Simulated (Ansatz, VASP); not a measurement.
## Two plane-wave programs on Al

INCAR

```
PREC = Accurate
ENCUT = 520
EDIFF = 1E-6
ISMEAR = 0
SIGMA = 0.15
LREAL = F
LASPH = T
NELM = 60
ALGO = Fast
ISIF = 2
LWAVE = F
LCHARG = F
GGA = PS
IVDW = 12
NBANDS = 8
```

The input KPOINTS:

```
regular mesh
0
Gamma
  26 26 26
```

File POSCAR:

```
Al
1.0
    0.0346723582      1.9812776140      1.9812776140
    1.9812776140      0.0346723582      1.9812776140
    2.0159499722      2.0159499722      0.0000000000
Al
1
Direct
    0.0000000000      0.0000000000      0.0000000000
```

Input for Ansatz:

```yaml
crystal:
  lattice:
    - [0.0346723582, 1.981277614, 1.981277614]
    - [1.981277614, 0.0346723582, 1.981277614]
    - [2.0159499722, 2.0159499722, 0.0]
  atoms:
    - { symbol: Al, position: [0.0, 0.0, 0.0] }
basis:
  ecutwfc: 420
kpoints:
  mp_grid: { grid: [26, 26, 26] }
hamiltonian:
  xc: pbesol
  dispersion: d3bj
scf:
  occupations: { method: gaussian, width: 0.15 }
output:
  forces: true
  stress: true
  eigenvalues: true
```

Change from the starting cell: strain +0.0350 x Voigt [0, 0, 0, 0, 0, 1], atoms carried along.

Alike in both runs: task single point; functional PBEsol; dispersion D3(BJ); k mesh 26 × 26 × 26; occupations gaussian, width 0.15 eV; no spin polarisation.

|  | VASP | Ansatz |
| --- | --- | --- |
| version | VASP 6.6.1 | Ansatz 0.2.0 |
| potentials or method | VASP PAW PBE potentials, release 64 (Al), cutoff 520 eV | scalar-relativistic, plane waves, PAW |
| valence electrons in the cell | 3 | 3 |

|  | VASP | Ansatz | Ansatz less VASP |
| --- | --- | --- | --- |
| gap on the k mesh at the Fermi level (eV) | none | none | - |
| pressure (GPa) | 0.2 | 0.2 | -0.08 |
| traceless stress, the component that is largest in VASP (GPa) | -1.75 | -1.73 | +0.017 |

VASP's potentials were made for PBE, not for PBEsol. A gap of «none» marks a metal or a gap that the smearing closes.
